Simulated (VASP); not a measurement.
# WS (F-43m) in VASP: single point with PBE+U

Aim: the single point of WS with PBE+U.

All numbers are computed with VASP 6.6.1; they aren't measurements. Logs are shortened: lines on timing, memory, paths and dates and some standing lists are left out, and cuts for length are marked.

## Step 1: The cell of the first run

Symmetry: F-43m, No. 216, cubic system. Conventional cell: a = 5.949 Å, b = 5.949 Å, c = 5.949 Å, α = 90.00°, β = 90.00°, γ = 90.00°. W (site symmetry -43m) has 4 S at 2.58 Å within 3.4 Å. Within 3.4 Å of S (site symmetry -43m) lie 4 W at 2.58 Å.

## Step 2: Single point, PBE+U, collinear spin

Contents of INCAR:

```
SYSTEM = WS
PREC = Accurate ; ENCUT = 520
EDIFF = 1E-6 ; ISMEAR = 0
SIGMA = 0.1 ; LREAL = .FALSE.
LASPH = .TRUE. ; NELM = 150
ALGO = Fast ; ISIF = 2
LWAVE = .FALSE. ; LCHARG = .TRUE.
ISPIN = 2 ; MAGMOM = 1 -1 0 0
LORBIT = 11 ; LMAXMIX = 4
LDAU = .TRUE. ; LDAUTYPE = 2
LDAUL = 2 -1 ; LDAUU = 6.2 0
LDAUJ = 0 0 ; LDAUPRINT = 1
GGA = PE ; LELF = .TRUE.
LVHAR = .TRUE. ; NBANDS = 32
```

Contents of KPOINTS:

```
regular mesh
0
G
  12 12 6
  0 0 0
```

Contents of POSCAR:

```
WS
1.0
    0.0000000000      2.9747375280      2.9747375280
    2.9747375280      0.0000000000      2.9747375280
    5.9494750560      5.9494750560      0.0000000000
W S
2 2
Direct
    1.0000000000      0.0000000000      0.0000000000
    1.0000000000      0.0000000000      0.5000000000
    0.2500000000      0.2500000000      0.1250000000
    0.2500000000      0.2500000000      0.6250000000
```

Potentials or basis: VASP PAW PBE potentials, release 64 (W_sv, S).

The run is started by

```bash
cat potpaw_PBE.64/W_sv/POTCAR potpaw_PBE.64/S/POTCAR > POTCAR
mpirun -np 1 vasp_std > vasp.out
```

OUTCAR:

```text
SYSTEM = WS
   PREC = Accurate
   ENCUT = 520
   EDIFF = 1E-6
   ISMEAR = 0
   LREAL = .FALSE.
   LASPH = .TRUE.
   NELM = 150
   ISIF = 2
   ISPIN = 2
   LORBIT = 11
   GGA = PE

 ion  position               nearest neighbor table
   1  0.000  0.000  0.000-   4 2.58   3 2.58   3 2.58   3 2.58
   2  0.000  0.000  0.500-   3 2.58   4 2.58   4 2.58   4 2.58
   3  0.250  0.250  0.125-   1 2.58   1 2.58   2 2.58   1 2.58
   4  0.250  0.250  0.625-   2 2.58   2 2.58   1 2.58   2 2.58

  LATTYP: Found a trigonal (rhomboedric) cell.
 ALAT       =     7.2865890623
 COS(alpha) =     0.8333333333

  Lattice vectors:

 A1 = (   5.9494750560,   2.9747375280,  -2.9747375280)
 A2 = (   2.9747375280,   2.9747375280,  -5.9494750560)
 A3 = (   2.9747375280,   5.9494750560,  -2.9747375280)

Analysis of symmetry for initial positions (statically):
=====================================================================
 Subroutine PRICEL returns following result:

  LATTYP: Found a face centered cubic cell.
 ALAT       =     5.9494750560
[... 12 lines left out ...]
 Subroutine GETGRP returns: Found  6 space group operations
 (whereof  6 operations were pure point group operations)
 out of a pool of 12 trial point group operations.

The static configuration has the point symmetry C_3v.

Analysis of symmetry for dynamics (positions and initial velocities):
=====================================================================
 Subroutine PRICEL returns following result:

  LATTYP: Found a face centered cubic cell.
 ALAT       =     5.9494750560
[... 12 lines left out ...]
 Subroutine GETGRP returns: Found  6 space group operations
 (whereof  6 operations were pure point group operations)
 out of a pool of 12 trial point group operations.

The dynamic configuration has the point symmetry C_3v.

Analysis of structural, dynamic, and magnetic symmetry:
=====================================================================
 Subroutine PRICEL returns following result:

  LATTYP: Found a face centered cubic cell.
 ALAT       =     5.9494750560
[... 12 lines left out ...]
 Subroutine GETGRP returns: Found  6 space group operations
 (whereof  6 operations were pure point group operations)
 out of a pool of 12 trial point group operations.

The overall configuration has the point symmetry C_3v.

 Subroutine INISYM returns: Found  6 space group operations
 (whereof  6 operations are pure point group operations),
 and found     2 'primitive' translations

----------------------------------------------------------------------------------------

                                     Primitive cell

  volume of cell :      52.6473

  direct lattice vectors                    reciprocal lattice vectors
     0.000000000  2.974737528  2.974737528    -0.168082056  0.168082056  0.168082056
     2.974737528  0.000000000  2.974737528     0.168082056 -0.168082056  0.168082056
     2.974737528  2.974737528  0.000000000     0.168082056  0.168082056 -0.168082056

  length of vectors
     4.206914157  4.206914157  4.206914157     0.291126661  0.291126661  0.291126661

  position of ions in fractional coordinates (direct lattice)
     0.000000000  0.000000000  0.000000000
     0.250000000  0.250000000  0.250000000

  ion indices of the primitive-cell ions
   primitive index   ion index
                 1           1
                 2           3

[... 151 lines left out ...]
  0.0004  0.0002  0.0212  0.0002 -0.0000
 -0.0063  0.0063  0.0002  0.0746  0.0003
 -0.0000 -0.0003 -0.0000  0.0003  0.0212

 occupancies and eigenvectors

  o =  0.0212  v =  0.0000  0.0000  0.0000  0.0000  0.0000  0.0077  0.0036 -0.9995  0.0040 -0.0287      0.0000  0.0000  0.0000  0.0000  0.0000  0.0000  0.0000  0.0000  0.0000  0.0000
  o =  0.0212  v =  0.0000  0.0000  0.0000  0.0000  0.0000  0.0002  0.0068 -0.0287 -0.0065  0.9995      0.0000  0.0000  0.0000  0.0000  0.0000  0.0000  0.0000  0.0000  0.0000  0.0000
  o =  0.0683  v =  0.0000  0.0000  0.0000  0.0000  0.0000 -0.0896  0.6580 -0.0010 -0.7476 -0.0093      0.0000  0.0000  0.0000  0.0000  0.0000  0.0000  0.0000  0.0000  0.0000  0.0000
  o =  0.0683  v =  0.0000  0.0000  0.0000  0.0000  0.0000  0.8115  0.4833  0.0093  0.3282 -0.0010      0.0000  0.0000  0.0000  0.0000  0.0000  0.0000  0.0000  0.0000  0.0000  0.0000
  o =  0.0873  v =  0.0000  0.0000  0.0000  0.0000  0.0000 -0.5774  0.5774  0.0000  0.5774 -0.0000      0.0000  0.0000  0.0000  0.0000  0.0000  0.0000  0.0000  0.0000  0.0000  0.0000
  o =  0.3978  v =  0.7196  0.0266 -0.0296  0.6931 -0.0158  0.0000  0.0000  0.0000  0.0000  0.0000      0.0000  0.0000  0.0000  0.0000  0.0000  0.0000  0.0000  0.0000  0.0000  0.0000
  o =  0.3978  v = -0.3848 -0.8156  0.0158  0.4308 -0.0296  0.0000  0.0000  0.0000  0.0000  0.0000      0.0000  0.0000  0.0000  0.0000  0.0000  0.0000  0.0000  0.0000  0.0000  0.0000
  o =  0.7217  v =  0.5774 -0.5774  0.0000 -0.5774 -0.0000  0.0000  0.0000  0.0000  0.0000  0.0000      0.0000  0.0000  0.0000  0.0000  0.0000  0.0000  0.0000  0.0000  0.0000  0.0000
  o =  0.7700  v = -0.0274 -0.0137 -0.9994 -0.0137 -0.0000  0.0000  0.0000  0.0000  0.0000  0.0000      0.0000  0.0000  0.0000  0.0000  0.0000  0.0000  0.0000  0.0000  0.0000  0.0000
  o =  0.7700  v =  0.0000 -0.0238 -0.0000  0.0238  0.9994  0.0000  0.0000  0.0000  0.0000  0.0000      0.0000  0.0000  0.0000  0.0000  0.0000  0.0000  0.0000  0.0000  0.0000  0.0000

atom =   2  type =  1  l = 2

 onsite density matrix

spin component  1

  0.0746 -0.0063  0.0004 -0.0063 -0.0000
 -0.0063  0.0746  0.0002  0.0063 -0.0003
  0.0004  0.0002  0.0212  0.0002 -0.0000
 -0.0063  0.0063  0.0002  0.0746  0.0003
 -0.0000 -0.0003 -0.0000  0.0003  0.0212

spin component  2

  0.5061 -0.1078  0.0102 -0.1078  0.0000
 -0.1078  0.5061  0.0051  0.1078 -0.0088
  0.0102  0.0051  0.7696  0.0051  0.0000
 -0.1078  0.1078  0.0051  0.5061  0.0088
  0.0000 -0.0088  0.0000  0.0088  0.7696

 occupancies and eigenvectors

  o =  0.0212  v =  0.0077  0.0038 -1.0000  0.0039 -0.0029  0.0000  0.0000  0.0000  0.0000  0.0000      0.0000  0.0000  0.0000  0.0000  0.0000  0.0000  0.0000  0.0000  0.0000  0.0000
  o =  0.0212  v =  0.0000  0.0067 -0.0029 -0.0066  1.0000  0.0000  0.0000  0.0000  0.0000  0.0000      0.0000  0.0000  0.0000  0.0000  0.0000  0.0000  0.0000  0.0000  0.0000  0.0000
  o =  0.0683  v =  0.8110  0.3242  0.0093  0.4868  0.0011  0.0000  0.0000  0.0000  0.0000  0.0000      0.0000  0.0000  0.0000  0.0000  0.0000  0.0000  0.0000  0.0000  0.0000  0.0000
  o =  0.0683  v = -0.0939 -0.7493 -0.0011  0.6554  0.0093  0.0000  0.0000  0.0000  0.0000  0.0000      0.0000  0.0000  0.0000  0.0000  0.0000  0.0000  0.0000  0.0000  0.0000  0.0000
  o =  0.0873  v = -0.5774  0.5774  0.0000  0.5774 -0.0000  0.0000  0.0000  0.0000  0.0000  0.0000      0.0000  0.0000  0.0000  0.0000  0.0000  0.0000  0.0000  0.0000  0.0000  0.0000
  o =  0.3978  v =  0.0000  0.0000  0.0000  0.0000  0.0000  0.8135  0.4627 -0.0335  0.3508  0.0027      0.0000  0.0000  0.0000  0.0000  0.0000  0.0000  0.0000  0.0000  0.0000  0.0000
  o =  0.3978  v =  0.0000  0.0000  0.0000  0.0000  0.0000  0.0646 -0.6722 -0.0027  0.7368 -0.0335      0.0000  0.0000  0.0000  0.0000  0.0000  0.0000  0.0000  0.0000  0.0000  0.0000
  o =  0.7217  v =  0.0000  0.0000  0.0000  0.0000  0.0000 -0.5774  0.5774 -0.0000  0.5774 -0.0000      0.0000  0.0000  0.0000  0.0000  0.0000  0.0000  0.0000  0.0000  0.0000  0.0000
  o =  0.7700  v =  0.0000  0.0000  0.0000  0.0000  0.0000  0.0274  0.0137  0.9994  0.0137 -0.0000      0.0000  0.0000  0.0000  0.0000  0.0000  0.0000  0.0000  0.0000  0.0000  0.0000
  o =  0.7700  v =  0.0000  0.0000  0.0000  0.0000  0.0000  0.0000 -0.0238  0.0000  0.0238  0.9994      0.0000  0.0000  0.0000  0.0000  0.0000  0.0000  0.0000  0.0000  0.0000  0.0000

 number of electron      40.0000002 magnetization      -0.0000000

 Free energy of the ion-electron system (eV)
  ---------------------------------------------------
  ext. energy  EPLUGINS =         0.00000000
  ---------------------------------------------------
  free energy    TOTEN  =       -19.85683154 eV

  energy without entropy =      -19.83784738  energy(sigma->0) =      -19.84733946

 E-fermi :   5.3631     XC(G=0):  -9.3855

 val. band max:        5.3613127323   @ k =   0.0000   0.0000   0.3333
 cond. band min:       5.3700720644   @ k =  -0.1667   0.4167   0.1667
 fundamental gap:      0.0087593321
 Fermi energy:         5.3630967507

 spin component 1

 k-point     1 :       0.0000    0.0000    0.0000
  band No.  band energies     occupation
      1     -70.3048      1.00000
      2     -68.9741      1.00000
      3     -34.7953      1.00000
      4     -34.7953      1.00000
      5     -34.5753      1.00000
      6     -33.0397      1.00000
[... 1673 lines left out ...]
     31      12.1714      0.00000
     32      12.2492      0.00000

 [... further k-points ...]
[... 5 lines left out ...]
  --------------------------------------------------------------------------------------
  -------------------------------------------------------------------------------------
  Total       -3.7270522     -3.7270522     -3.7270522      0.8617207     -0.8617207     -0.8617207
  in kB      -56.7113660    -56.7113660    -56.7113660     13.1120676    -13.1120676    -13.1120676
  external PRESSURE =     -56.7113660 kB  Pullay stress =       0.0000000 kB

 VOLUME and BASIS-vectors are now :
 -----------------------------------------------------------------------------
  energy-cutoff  :      520.00
  volume of cell :      105.29
      direct lattice vectors                 reciprocal lattice vectors
     0.000000000  2.974737528  2.974737528    -0.168082056  0.168082056  0.168082056
     2.974737528  0.000000000  2.974737528     0.168082056 -0.168082056  0.168082056
     5.949475056  5.949475056  0.000000000     0.084041028  0.084041028 -0.084041028

 POSITION                                       TOTAL-FORCE (eV/Angst)
 -----------------------------------------------------------------------------------
      0.00000      0.00000      0.00000         0.195697      0.195697     -0.195697
      2.97474      2.97474      0.00000         0.195697      0.195697     -0.195697
      1.48737      1.48737      1.48737        -0.195697     -0.195697      0.195697
      4.46211      4.46211      1.48737        -0.195697     -0.195697      0.195697
 -----------------------------------------------------------------------------------
    total drift:                               -0.000178     -0.000178      0.000177

  FREE ENERGIE OF THE ION-ELECTRON SYSTEM (eV)
  ---------------------------------------------------
  free  energy   TOTEN  =       -19.8568315388 eV

  energy  without entropy=      -19.8378473766  energy(sigma->0) =      -19.84733946

 total charge

# of ion       s       p       d       tot
------------------------------------------
    1        2.277   6.122   3.285  11.684
    2        2.277   6.122   3.285  11.684
    3        1.319   2.373   0.000   3.692
    4        1.319   2.373   0.000   3.692
--------------------------------------------------
tot          7.194  16.990   6.569  30.753

 magnetization (x)

# of ion       s       p       d       tot
------------------------------------------
    1        0.058   0.041   2.763   2.863
    2       -0.058  -0.041  -2.763  -2.863
    3       -0.004  -0.093   0.000  -0.097
    4        0.004   0.093   0.000   0.097
--------------------------------------------------
tot          0.000   0.000  -0.000  -0.000
```

Run time: 14 min. Hardware: 1 thread of Oxide Virtual Turin-like, shared host; peak memory 0.58 GiB.

What came out:

| Item | Value |
| --- | --- |
| Free energy | -19.8568 eV |
| Pressure | -5.7 GPa |
| Band gap on the k mesh | zero (filled and empty bands overlap) |
| Net moment | 0.00 μB per cell |
| Site moments | W +2.86, -2.86; S -0.10, +0.10 μB |
| Valence electrons inside the program's atomic spheres | W 11.68; S 3.69 |

Stress tensor (GPa, compression positive):
```
-5.67  1.31 -1.31
 1.31 -5.67 -1.31
-1.31 -1.31 -5.67
```

Eigenvalues of the final occupation matrices:
```tsv
site	spin	trace	eigenvalues
site 1 d	1	3.06	0.40 0.40 0.72 0.77 0.77
site 1 d	2	0.27	0.02 0.02 0.07 0.07 0.09
site 2 d	1	0.27	0.02 0.02 0.07 0.07 0.09
site 2 d	2	3.06	0.40 0.40 0.72 0.77 0.77
```

Caveat: the cell stands under tension; spin-orbit coupling is left out, which moves the levels of the heavy elements.
